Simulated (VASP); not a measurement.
Input of a VASP 6.6.1 run:

Contents of INCAR:

```
PREC = Accurate ; ENCUT = 520
EDIFF = 1E-6 ; ISMEAR = 0
SIGMA = 0.15 ; LREAL = False
LASPH = True ; NELM = 80
ALGO = Fast ; ISIF = 2
LWAVE = False ; LCHARG = False
GGA = PS ; NBANDS = 14
```

The input KPOINTS:

```
Automatic mesh
0
Gamma
  16 16 16
```

Contents of POSCAR:

```
TiAl
1.0
    2.8323666229      0.0000000000      0.0000000000
    0.0000000000      2.8323666229      0.0000000000
    0.0000000000      0.0000000000      4.0049664048
Ti Al
1 1
Direct
    0.0000000000      0.0000000000      0.0000000000
    0.5000000000      0.5000000000      0.5000000000
```

Potentials or basis: VASP PAW PBE potentials, release 64 (Ti_sv, Al).

The run is started by

```console
$ cat potpaw_PBE.64/Ti_sv/POTCAR potpaw_PBE.64/Al/POTCAR > POTCAR
$ mpirun -np 1 vasp_std > vasp.out
```

Task: Predict the band gap on the k mesh.

Result: Zero (an odd number of electrons rules out a gap without spin polarisation).

Task: What does it give for the pressure?

Result: -2.1 GPa.

Stress tensor (GPa, compression positive):
```
-2.72  0.00  0.00
 0.00 -2.72  0.00
 0.00  0.00 -0.99
```

Caveat: the PAW data sets were made with another functional, which shifts forces and pressure a little.
